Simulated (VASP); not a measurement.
Input of a VASP 6.6.1 run:

The input INCAR:

```
SYSTEM = B
PREC     = Accurate       ! precision mode
ENCUT    = 520            ! plane-wave cutoff, eV
EDIFF    = 1E-6           ! SCF threshold, eV
ISMEAR   = 0              ! smearing method
SIGMA    = 0.1            ! smearing width, eV
LREAL    = .FALSE.        ! projectors in reciprocal space
LASPH    = .TRUE.         ! aspherical terms in the spheres
NELM     = 80             ! most SCF steps
ALGO     = Normal         ! electronic algorithm
ISIF     = 2              ! what is computed and relaxed
LWAVE    = .FALSE.        ! write WAVECAR
LCHARG   = .FALSE.        ! write CHGCAR
LDIPOL   = .TRUE.       
IDIPOL   = 3            
DIPOL    = 0.5 0.5 0.500
GGA      = PE             ! functional
NBANDS   = 10             ! bands
```

File KPOINTS:

```
regular mesh
0
G
  6 6 1
  0 0 0
```

POSCAR

```
B
1.0
    2.9128100000      0.0000000000      0.0000000000
   -1.4564050000      2.5225670000      0.0000000000
    0.0000000000      0.0000000000     15.0000000000
B
2
Direct
    0.6666666700      0.3333333300      0.5029185100
    0.3333333300      0.6666666700      0.4970814900
```

Potentials or basis: VASP PAW PBE potentials, release 64 (B).

Command:

```console
$ cat potpaw_PBE.64/B/POTCAR > POTCAR
$ mpirun -np 1 vasp_std > vasp.out
```

Task: Estimate the largest force.

Result: 0.461 eV/Å.

Task: What does it give for the band gap on the k mesh?

Result: Zero (band 3 reaches -2.28 eV, above the bottom of band 4 at -4.91 eV).

Forces on the atoms (eV/Å):
```
B    0.000  0.000 -0.461
B    0.000  0.000  0.461
```

Caveat: the k points lie up to 0.42 Å⁻¹ apart.
